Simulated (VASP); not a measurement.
Input of a VASP 6.6.1 run:

INCAR

```
  ALGO = Normal
  EDIFF = 1E-6
  ENCUT = 520
  GGA = PS
  ISIF = 2
  ISMEAR = -1
  LASPH = True
  LCHARG = False
  LREAL = False
  LWAVE = False
  NBANDS = 15
  NELM = 80
  PREC = Accurate
  SIGMA = 0.05
```

KPOINTS

```
k-points
0
Gamma
  13 13 11
```

The input POSCAR:

```
HfB2
1.0
    3.1400001005      0.0157000005      0.0157000005
   -1.5564034510      2.7114698546      0.0057465990
    0.0174000000      0.0174000000      3.4800000000
Hf B
1 2
Direct
    0.0000000000      0.0000000000      0.0000000000
    0.3333333333      0.6666666667      0.5000000000
    0.6666666667      0.3333333333      0.5000000000
```

Potentials or basis: VASP PAW PBE potentials, release 64 (Hf_pv, B).

Command:

```bash
$ cat potpaw_PBE.64/Hf_pv/POTCAR potpaw_PBE.64/B/POTCAR > POTCAR
$ mpirun -np 1 vasp_std > vasp.out
```

Problem. Estimate the largest force.

Solution. 0.007 eV/Å.

Problem. Predict the pressure.

Solution. -4.4 GPa.

Problem. Predict the band gap on the k mesh.

Solution. Zero (bands 8 and 9 overlap by 0.99 eV).

Forces on the atoms (eV/Å):
```
Hf   0.000  0.000  0.000
B    0.007  0.001 -0.002
B   -0.007 -0.001  0.002
```

Caveat: the cell differs from its parent crystal (equal xy, yz and zx shear strains of +1 %); the cell stands under tension; the PAW data sets were made with another functional, which shifts forces and pressure a little; spin-orbit coupling is left out, which moves the levels of the heavy elements.
